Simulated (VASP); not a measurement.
Here is a VASP 6.6.1 calculation.

The input INCAR:

```
SYSTEM = V
ALGO = Normal
EDIFF = 1E-6
EDIFFG = -0.005
ENCUT = 600
GGA = PE
IBRION = 2
ISIF = 3
ISMEAR = 0
LASPH = .True.
LCHARG = .False.
LREAL = .False.
LWAVE = .False.
NELM = 60
NSW = 100
PREC = Accurate
SIGMA = 0.1
```

Contents of KPOINTS:

```
k-points
0
Gamma
  20 20 20
  0 0 0
```

Contents of POSCAR:

```
V
1.0
   -1.5130000000      1.5130000000      1.5130000000
    1.5130000000     -1.5130000000      1.5130000000
    1.5130000000      1.5130000000     -1.5130000000
V
1
Direct
    0.0000000000      0.0000000000      0.0000000000
```

Potentials or basis: VASP PAW PBE potentials, release 64 (V_sv).

Command:

```console
$ cat potpaw_PBE.64/V_sv/POTCAR > POTCAR
$ mpirun -np 1 vasp_std > vasp.out
```

Task: Predict the relaxed volume.

Result: 13.47 Å³/atom.

Task: Estimate the relaxed cell.

Result: a = 2.596 Å, b = 2.596 Å, c = 2.596 Å, α = 109.47°, β = 109.47°, γ = 109.47°.

Task: Estimate the space group after relaxing (to 0.05 Å).

Result: Im-3m (No. 229).

Final structure:
```
V
1.0
    -1.49894    1.49894    1.49894
     1.49894   -1.49894    1.49894
     1.49894    1.49894   -1.49894
V
1
Direct
  0.00000 0.00000 0.00000
```
